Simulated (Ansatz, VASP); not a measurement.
One calculation of AlRu, two programs

INCAR

```
SYSTEM = AlRu
  ALGO = Fast
  EDIFF = 1E-6
  ENCUT = 520
  GGA = PS
  ISIF = 2
  ISMEAR = 0
  LASPH = .TRUE.
  LCHARG = .TRUE.
  LELF = .TRUE.
  LREAL = .FALSE.
  LVHAR = .TRUE.
  LWAVE = .FALSE.
  NBANDS = 16
  NELM = 60
  PREC = Accurate
  SIGMA = 0.15
```

KPOINTS

```
k-points
0
G
  16 16 16
  0 0 0
```

POSCAR

```
AlRu
1.0
    2.9916000000      0.0000000000      0.0000000000
    0.0000000000      2.9916000000      0.0000000000
    0.0000000000      0.0000000000      3.0065580000
Al Ru
1 1
Direct
    0.0000000000      0.0000000000      0.0000000000
    0.5000000000      0.5000000000      0.5000000000
```

Input for Ansatz:

```yaml
crystal:
  lattice:
    - [2.9916, 0.0, 0.0]
    - [0.0, 2.9916, 0.0]
    - [0.0, 0.0, 3.006558]
  atoms:
    - { symbol: Al, position: [0.0, 0.0, 0.0] }
    - { symbol: Ru, position: [0.5, 0.5, 0.5] }
basis:
  ecutwfc: 420
kpoints:
  mp_grid: { grid: [16, 16, 16] }
hamiltonian:
  xc: pbesol
scf:
  occupations: { method: gaussian, width: 0.15 }
output:
  forces: true
  stress: true
  eigenvalues: true
```

Change from the starting cell: strain +0.0050 x Voigt [0, 0, 1, 0, 0, 0], atoms carried along.

Alike in both runs: task single point; functional PBEsol; k mesh 16 × 16 × 16; occupations gaussian, width 0.15 eV; no spin polarisation.

|  | VASP | Ansatz |
| --- | --- | --- |
| version | VASP 6.6.1 | Ansatz 0.2.0 |
| potentials or method | VASP PAW PBE potentials, release 64 (Al, Ru_pv), cutoff 520 eV | scalar-relativistic, plane waves, PAW |
| valence electrons in the cell | 17 | 19 |

```csv
,VASP,Ansatz,Ansatz less VASP
gap on the k mesh at the Fermi level (eV),none,none,-
pressure (GPa),-4.2,-4.2,-0.01
"traceless stress, the component that is largest in VASP (GPa)",-0.55,-0.55,+0.002
```

VASP's potentials were made for PBE, not for PBEsol. A gap of «none» marks a metal or a gap that the smearing closes. VASP's potentials hold 17 valence electrons a cell and Ansatz's 19, so a difference there can come from the potentials and not from the codes.
